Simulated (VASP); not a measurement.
# CoO (R-3m) in VASP: further runs

The runs below take CoO through single point, with PBE, PBEsol.

All numbers are computed with VASP 6.6.1; they aren't measurements. Logs are shortened: lines on timing, memory, paths and dates and some standing lists are left out, and cuts for length are marked.

## (1) The cell of the first run

Symmetry: R-3m, No. 166, trigonal system. The conventional cell has a = 3.011 Å, b = 3.011 Å, c = 7.320 Å, α = 90.00°, β = 90.00°, γ = 120.00°. Co (site symmetry -3m) has 6 O at 2.12 Å within 2.8 Å. O (site symmetry -3m) has 6 Co at 2.12 Å within 2.8 Å.

## (2) Single point, PBE, collinear spin, ferromagnetic start

INCAR reads:

```
SYSTEM = CoO
ALGO     = Normal         ! electronic algorithm
EDIFF    = 1E-6           ! SCF threshold, eV
ENCUT    = 600            ! plane-wave cutoff, eV
GGA      = PE             ! functional
GGA_COMPAT= .FALSE.      
ISIF     = 2              ! what is computed and relaxed
ISMEAR   = -1             ! smearing method
ISPIN    = 2              ! spin polarisation
LASPH    = .TRUE.         ! aspherical terms in the spheres
LCHARG   = .FALSE.        ! write CHGCAR
LMAXMIX  = 4              ! l up to which the mixer works
LORBIT   = 11             ! projections on sites
LREAL    = .FALSE.        ! projectors in reciprocal space
LWAVE    = .FALSE.        ! write WAVECAR
MAGMOM   = 1 0            ! initial moments
NBANDS   = 22             ! bands
NELM     = 200            ! most SCF steps
NUPDOWN  = 1.0            ! fixed moment
PREC     = Accurate       ! precision mode
SIGMA    = 0.05           ! smearing width, eV
```

KPOINTS reads:

```
k-points
0
G
  9 9 9
  0 0 0
```

POSCAR reads:

```
CoO
1.0
    1.5054695445      0.8691832468      2.4399269062
   -1.5054695445      0.8691832468      2.4399269062
    0.0000000000     -1.7383664936      2.4399269062
Co O
1 1
Direct
    0.0000000000      0.0000000000      0.0000000000
    0.5000000000      0.5000000000      0.5000000000
```

Potentials or basis: VASP PAW PBE potentials, release 64 (Co_sv, O).

Command:

```bash
cat potpaw_PBE.64/Co_sv/POTCAR potpaw_PBE.64/O/POTCAR > POTCAR
mpirun -np 1 vasp_std > vasp.out
```

OUTCAR:

```text
SYSTEM = CoO
   EDIFF = 1E-6
   ENCUT = 600
   GGA = PE
   ISIF = 2
   ISMEAR = -1
   ISPIN = 2
   LASPH = .TRUE.
   LORBIT = 11
   LREAL = .FALSE.
   NELM = 200
   NUPDOWN = 1.0
   PREC = Accurate

 ion  position               nearest neighbor table
   1  0.000  0.000  0.000-   2 2.12   2 2.12   2 2.12   2 2.12   2 2.12   2 2.12
   2  0.500  0.500  0.500-   1 2.12   1 2.12   1 2.12   1 2.12   1 2.12   1 2.12

  LATTYP: Found a trigonal (rhomboedric) cell.
 ALAT       =     2.9958573687
 COS(alpha) =     0.4949531368

  Lattice vectors:

 A1 = (   1.5054695445,   0.8691832468,   2.4399269062)
 A2 = (  -1.5054695445,   0.8691832468,   2.4399269062)
 A3 = (   0.0000000000,  -1.7383664936,   2.4399269062)

Analysis of symmetry for initial positions (statically):
=====================================================================
 Subroutine PRICEL returns:
 Original cell was already a primitive cell.

 Routine SETGRP: Setting up the symmetry group for a
 trigonal (rhombohedral) supercell.

 Subroutine GETGRP returns: Found 12 space group operations
 (whereof 12 operations were pure point group operations)
 out of a pool of 12 trial point group operations.

The static configuration has the point symmetry D_3d.

Analysis of symmetry for dynamics (positions and initial velocities):
=====================================================================
 Subroutine PRICEL returns:
 Original cell was already a primitive cell.

 Routine SETGRP: Setting up the symmetry group for a
 trigonal (rhombohedral) supercell.

 Subroutine GETGRP returns: Found 12 space group operations
 (whereof 12 operations were pure point group operations)
 out of a pool of 12 trial point group operations.

The dynamic configuration has the point symmetry D_3d.

Analysis of structural, dynamic, and magnetic symmetry:
=====================================================================
 Subroutine PRICEL returns:
 Original cell was already a primitive cell.

 Routine SETGRP: Setting up the symmetry group for a
 trigonal (rhombohedral) supercell.

 Subroutine GETGRP returns: Found 12 space group operations
 (whereof 12 operations were pure point group operations)
 out of a pool of 12 trial point group operations.

The overall configuration has the point symmetry D_3d.

 Subroutine INISYM returns: Found 12 space group operations
 (whereof 12 operations are pure point group operations),
 and found     1 'primitive' translations

----------------------------------------------------------------------------------------
[... 115 lines left out ...]
  Fermi-wavevector in a.u.,A,eV,Ry     =   1.739991  3.288106 41.192569  3.027568
  Thomas-Fermi vector in A             =   2.812726
   LORBIT       =     11    0 simple, 1 ext, 2 COOP (PROOUT), +10 PAW based schemes
   GGA     = PE    functional components
   LHFCALC =     F    Hartree Fock is set to
   AEXX    =    0.0000 exact exchange contribution
   IVDW    =     0    specifies the selected vdW correction
   LEPSILON=     F    determine dielectric tensor
   LRPA    =     F    only Hartree local field effects (RPA)
 spin polarized calculation
  energy-cutoff  :      600.00
  volume of cell :       19.16
 maximum number of plane-waves:       649
   NGX = 11   NGY = 11   NGZ = 11

 number of electron      22.9999976 magnetization       1.0000005

 Free energy of the ion-electron system (eV)
  ---------------------------------------------------
  ext. energy  EPLUGINS =         0.00000000
  ---------------------------------------------------
  free energy    TOTEN  =       -12.83686235 eV

  energy without entropy =      -12.81973111  energy(sigma->0) =      -12.82829673

 E-fermi :   9.0197     XC(G=0): -12.7362

 val. band max:        8.9483707679   @ k =   0.2222   0.2222   0.0000
 cond. band min:       8.6098402271   @ k =  -0.2222   0.2222   0.2222
 fundamental gap:     -0.3385305408
 Fermi energy:         8.5734073787

 spin component 1

 k-point     1 :       0.0000    0.0000    0.0000
  band No.  band energies     occupation
      1     -86.4019      1.00000
      2     -49.6833      1.00000
      3     -49.6833      1.00000
      4     -49.6804      1.00000
      5     -11.4929      1.00000
      6       5.5582      1.00000
[... 589 lines left out ...]
     21      40.4050      0.00000
     22      40.4445      0.00000

 [... further k-points ...]

 spin component 2

 k-point     1 :       0.0000    0.0000    0.0000
  band No.  band energies     occupation
      1     -85.1617      1.00000
      2     -48.4725      1.00000
      3     -48.4725      1.00000
      4     -48.4617      1.00000
      5     -11.5094      1.00000
      6       5.5243      1.00000
[... 589 lines left out ...]
     21      40.4051      0.00000
     22      40.4424      0.00000

 [... further k-points ...]

------------------------ aborting loop because EDIFF is reached ----------------------------------------

  FORCE on cell =-STRESS in cart. coord.  units (eV):
  Direction    XX          YY          ZZ          XY          YZ          ZX
  --------------------------------------------------------------------------------------
  -------------------------------------------------------------------------------------
  Total       -1.9564718     -1.9564718     -1.8915469      0.0000000     -0.0000000      0.0000000
  in kB     -163.6337121   -163.6337121   -158.2035822      0.0000000     -0.0000000      0.0000000
  external PRESSURE =    -161.8236688 kB  Pullay stress =       0.0000000 kB

 VOLUME and BASIS-vectors are now :
 -----------------------------------------------------------------------------
  energy-cutoff  :      600.00
  volume of cell :       19.16
      direct lattice vectors                 reciprocal lattice vectors
     1.505469544  0.869183247  2.439926906     0.332122295  0.191750896  0.136616114
    -1.505469544  0.869183247  2.439926906    -0.332122295  0.191750896  0.136616114
     0.000000000 -1.738366494  2.439926906     0.000000000 -0.383501793  0.136616114

 POSITION                                       TOTAL-FORCE (eV/Angst)
 -----------------------------------------------------------------------------------
      0.00000      0.00000      0.00000         0.000000      0.000000     -0.000000
      0.00000      0.00000      3.65989        -0.000000     -0.000000      0.000000
 -----------------------------------------------------------------------------------
    total drift:                               -0.000000     -0.000000     -0.000000

  FREE ENERGIE OF THE ION-ELECTRON SYSTEM (eV)
  ---------------------------------------------------
  free  energy   TOTEN  =       -12.8368623491 eV

  energy  without entropy=      -12.8197311106  energy(sigma->0) =      -12.82829673

 total charge

# of ion       s       p       d       tot
------------------------------------------
    1        2.132   6.050   6.782  14.964
    2        1.556   3.377   0.000   4.932
--------------------------------------------------
tot          3.687   9.426   6.782  19.896

 magnetization (x)

# of ion       s       p       d       tot
------------------------------------------
    1        0.009   0.004   0.970   0.983
    2        0.017  -0.049   0.000  -0.032
--------------------------------------------------
tot          0.026  -0.045   0.970   0.952
```

OSZICAR:

```text
N       E                     dE             d eps       ncg     rms          rms(c)
DAV:   1     0.245177719546E+03    0.24518E+03   -0.13981E+04  9876   0.269E+03
DAV:   2    -0.481030433358E+01   -0.24999E+03   -0.23861E+03 11218   0.667E+02
DAV:   3    -0.149267514240E+02   -0.10116E+02   -0.10023E+02 10518   0.112E+02
DAV:   4    -0.150232268653E+02   -0.96475E-01   -0.96430E-01  8842   0.957E+00
DAV:   5    -0.150266823720E+02   -0.34555E-02   -0.34554E-02 10590   0.201E+00    0.138E+01
DAV:   6    -0.148718167108E+02    0.15487E+00   -0.18209E+01 11564   0.794E+01    0.221E+01
DAV:   7    -0.128418300694E+02    0.20300E+01   -0.95038E+00  9818   0.612E+01    0.573E+00
DAV:   8    -0.128160150144E+02    0.25815E-01   -0.40180E-01 11324   0.640E+00    0.331E+00
DAV:   9    -0.128332900066E+02   -0.17275E-01   -0.55961E-02 12010   0.258E+00    0.111E+00
DAV:  10    -0.128365875594E+02   -0.32976E-02   -0.12346E-02 11664   0.234E+00    0.253E-01
DAV:  11    -0.128368817491E+02   -0.29419E-03   -0.11739E-03 10586   0.375E-01    0.143E-01
DAV:  12    -0.128368621214E+02    0.19628E-04   -0.10343E-04 11276   0.170E-01    0.639E-02
DAV:  13    -0.128368600859E+02    0.20355E-05   -0.35534E-05 11518   0.961E-02    0.276E-02
DAV:  14    -0.128368621967E+02   -0.21109E-05   -0.50120E-06  8880   0.301E-02    0.552E-03
DAV:  15    -0.128368623491E+02   -0.15238E-06   -0.17328E-06  6406   0.174E-02
   1 F= -.12836862E+02 E0= -.12828297E+02  d E =-.171312E-01  mag=     1.0000
```

It took 70 s on 1 thread of Intel Xeon Platinum 8124M at 3.00GHz (Skylake/Cascade Lake), shared host; peak memory 0.19 GiB.

What came out:

```yaml
Free_energy: -12.8369 eV
Pressure: -16.2 GPa
Net_moment: 1.00 μB per cell
Site_moments: Co +0.98; O -0.03 μB
Valence_electrons_inside_the_program's_atomic_spheres: Co 14.96; O 4.93
```

Caveat: the cell stands under tension; the total moment is fixed, so each spin has its own Fermi level; a cell with one magnetic atom can't hold antiferromagnetic order, which such compounds often take.

[end of part 1 of 3]
